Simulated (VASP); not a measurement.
The system is CsP2W2.

```xyz
5
Lattice="-2.2850 2.2850 5.6619 2.2850 -2.2850 5.6619 2.2850 2.2850 -5.6619" Properties=species:S:1:pos:R:3 pbc="T T T"
Cs    0.0000    0.0000    0.0000
P     0.0000    2.2850    2.8310
P     2.2850    0.0000    2.8310
W     0.0000    0.0000    4.2464
W     0.0000    0.0000    7.0774
```

The cell was generated, and may not be a known phase.

```yaml
Program: VASP 6.6.1
Task: relaxation of cell and atoms
Functional: PBE
Potentials_or_basis: VASP PAW PBE potentials, release 64 (Cs_sv, P, W_sv)
Cutoff: 600 eV
k_mesh: 6 × 6 × 6
Occupations: gaussian, width 0.1 eV
Spin: no spin polarisation
```

At the start: pressure -11.9 GPa; volume 23.65 Å³/atom.

Problem. How do energy, volume and symmetry change on relaxing?

Solution. Over 13 steps the energy falls by 356.0 meV/atom and the volume is 20.89 Å³/atom (-11.6 %); space group I4/mmm (No. 139, to 0.1 Å) before and after.

Step by step:
| step | energy change (eV) | largest force (eV/Å) | pressure (GPa) | volume (Å³) |
| --- | --- | --- | --- | --- |
| 1 | 0.0000 | 1.4480 | -11.91 | 118.25 |
| 2 | -0.7104 | 0.2512 | 19.01 | 90.26 |
| 3 | -1.1385 | 0.4136 | 3.22 | 99.59 |
| 4 | -1.4985 | 0.1255 | 1.52 | 101.62 |
| 5 | -1.6738 | 0.4131 | 0.25 | 103.15 |
| 6 | -1.6686 | 0.5492 | -1.34 | 105.20 |
| 7 | -1.7475 | 0.4086 | -0.18 | 103.94 |
| 8 | -1.7677 | 0.5046 | -0.78 | 104.66 |
| 9 | -1.7707 | 0.4810 | -0.58 | 104.43 |
| 10 | -1.7711 | 0.4892 | -0.62 | 104.49 |
| 11 | -1.7568 | 0.6726 | 1.75 | 103.23 |
| 12 | -1.7786 | 0.1030 | 0.21 | 104.00 |
| 13 | -1.7798 | 0.0139 | -0.19 | 104.47 |

Final structure:
```
CELL_PARAMETERS angstrom
-2.42508 2.42508 4.44115
2.42508 -2.42508 4.44115
2.42508 2.42508 -4.44115
ATOMIC_POSITIONS crystal
Cs 0.00000 0.00000 0.00000
P 0.75000 0.25000 0.50000
P 0.25000 0.75000 0.50000
W 0.36517 0.36517 0.00000
W 0.63483 0.63483 0.00000
```
